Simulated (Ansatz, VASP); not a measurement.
# W in VASP and in Ansatz

```
CELL_PARAMETERS angstrom
-1.59730 1.59730 1.46952
1.59730 -1.59730 1.46952
1.59730 1.59730 -1.46952
ATOMIC_POSITIONS crystal
W 0.00000 0.00000 0.00000
```

Change from the starting cell: strain +0.000 along x and y, -0.080 along z, atoms carried along.

Alike in both runs: task single point; functional PBEsol; k mesh 20 × 20 × 20; occupations gaussian, width 0.15 eV; no spin polarisation.

|  | VASP | Ansatz |
| --- | --- | --- |
| version | VASP 6.6.1 | Ansatz 0.2.0 |
| potentials or method | VASP PAW PBE potentials, release 64 (W_sv), cutoff 520 eV | scalar-relativistic, plane waves, PAW |
| valence electrons in the cell | 14 | 14 |

Ansatz gave:

- gap on the k mesh at the Fermi level (eV): none
- pressure (GPa): 17.2
- traceless stress, the component that is largest in VASP (GPa): 21.24

**Question.** Estimate VASP's values.

**Answer.** gap on the k mesh at the Fermi level (eV): none; pressure (GPa): 18.2; traceless stress, the component that is largest in VASP (GPa): 21.26.

VASP's potentials were made for PBE, not for PBEsol. A gap of «none» marks a metal or a gap that the smearing closes.

Spin-orbit coupling is off throughout.
